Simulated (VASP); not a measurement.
Input of a VASP 6.6.1 run:

Contents of INCAR:

```
PREC     = Accurate       # precision mode
ENCUT    = 750            # plane-wave cutoff, eV
EDIFF    = 1E-7           # SCF threshold, eV
ISMEAR   = 0              # smearing method
SIGMA    = 0.1            # smearing width, eV
LREAL    = F              # projectors in reciprocal space
LASPH    = T              # aspherical terms in the spheres
NELM     = 120            # most SCF steps
ALGO     = Normal         # electronic algorithm
ISIF     = 3              # what is computed and relaxed
LWAVE    = F              # write WAVECAR
LCHARG   = F              # write CHGCAR
GGA      = CA             # functional
IBRION   = 2              # ionic algorithm
NSW      = 100            # ionic steps
EDIFFG   = -0.002         # ionic threshold
GGA_COMPAT= F            
NELMIN   = 4
```

Contents of KPOINTS:

```
regular mesh
0
Gamma
  12 12 8
```

File POSCAR:

```
Mg
1.0
    3.2093000000      0.0000000000      0.0000000000
   -1.6046500000      2.7793353300      0.0000000000
    0.0000000000      0.0000000000      5.2103000000
Mg
2
Direct
    0.3333333300      0.6666666700      0.2500000000
    0.6666666700      0.3333333300      0.7500000000
```

Potentials or basis: VASP PAW LDA potentials, release 64 (Mg_sv).

Command:

```sh
$ cat potpaw_LDA.64/Mg_sv/POTCAR > POTCAR
$ mpirun -np 1 vasp_std > vasp.out
```

Q: Estimate the band gap on the k mesh.

A: Zero (bands 10 and 11 overlap by 2.09 eV).

Q: What does it give for the space group after relaxing (to 0.1 Å)?

A: P6_3/mmc (No. 194).

Step by step:
```
step  energy change (eV)  largest force (eV/Å)  pressure (GPa)  volume (Å³)
   1              0.0000                0.0000           -3.16        46.47
   2             -0.0388                0.0000           -0.75        43.45
   3             -0.0408                0.0000            0.04        42.66
   4             -0.0411                0.0000            0.08        42.68
   5             -0.0412                0.0000            0.08        42.69
   6             -0.0412                0.0000           -0.08        42.78
   7             -0.0412                0.0000            0.00        42.72
```

LDA usually gives volumes a few per cent too small. Zero-point motion and thermal expansion aren't in these numbers.
